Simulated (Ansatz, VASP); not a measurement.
One calculation of Mg2NCl, two programs

File INCAR:

```
ALGO = Normal
EDIFF = 1E-6
ENCUT = 520
GGA = CA
ISIF = 2
ISMEAR = 0
LASPH = T
LCHARG = F
LREAL = F
LWAVE = F
NBANDS = 16
NELM = 60
PREC = Accurate
SIGMA = 0.05
```

The input KPOINTS:

```
k-points
0
Gamma
  9 9 9
```

The input POSCAR:

```
Mg2NCl
1.0
    1.7021832815      0.9827559758      5.7028281500
   -1.7021832815      0.9827559758      5.7028281500
    0.0000000000     -1.9655119516      5.7028281500
Mg N Cl
2 1 1
Direct
    0.2228150000      0.2228150000      0.2228150000
    0.7771850000      0.7771850000      0.7771850000
    0.5000000000      0.5000000000      0.5000000000
    0.0000000000      0.0000000000      0.0000000000
```

Input for Ansatz:

```yaml
crystal:
  lattice:
    - [1.7021832815, 0.9827559758, 5.70282815]
    - [-1.7021832815, 0.9827559758, 5.70282815]
    - [0.0, -1.9655119516, 5.70282815]
  atoms:
    - { symbol: Mg, position: [0.222815, 0.222815, 0.222815] }
    - { symbol: Mg, position: [0.777185, 0.777185, 0.777185] }
    - { symbol: "N", position: [0.5, 0.5, 0.5] }
    - { symbol: Cl, position: [0.0, 0.0, 0.0] }
basis:
  ecutwfc: 420
kpoints:
  mp_grid: { grid: [9, 9, 9] }
hamiltonian:
  xc: lda
scf:
  occupations: { method: gaussian, width: 0.05 }
output:
  forces: true
  stress: true
  eigenvalues: true
```

Change from the starting cell: strain +0.025 along x and y, -0.050 along z, atoms carried along.

Alike in both runs: task single point; functional LDA; k mesh 9 × 9 × 9; occupations gaussian, width 0.05 eV; no spin polarisation.

|  | VASP | Ansatz |
| --- | --- | --- |
| version | VASP 6.6.1 | Ansatz 0.2.0 |
| potentials or method | VASP PAW LDA potentials, release 64 (Mg, N, Cl), cutoff 520 eV | scalar-relativistic, plane waves, PAW |
| valence electrons in the cell | 16 | 32 |

|  | VASP | Ansatz | Ansatz less VASP |
| --- | --- | --- | --- |
| gap on the k mesh at the Fermi level (eV) | 2.46 | 2.47 | +0.012 |
| least direct gap on the mesh (eV) | 2.46 | 2.47 | +0.012 |
| pressure (GPa) | -7.2 | -6.5 | +0.72 |
| traceless stress, the component that is largest in VASP (GPa) | 7.75 | 7.73 | -0.015 |
| rms of the force components (eV/Å) | 0.026 | 0.041 | +0.0148 |

LDA's correlation is that of Perdew and Zunger in VASP and of Perdew and Wang (1992) in Ansatz. Atom by atom the forces differ by 0.015 eV/Å (rms over components). VASP's potentials hold 16 valence electrons a cell and Ansatz's 32, so a difference there can come from the potentials and not from the codes.
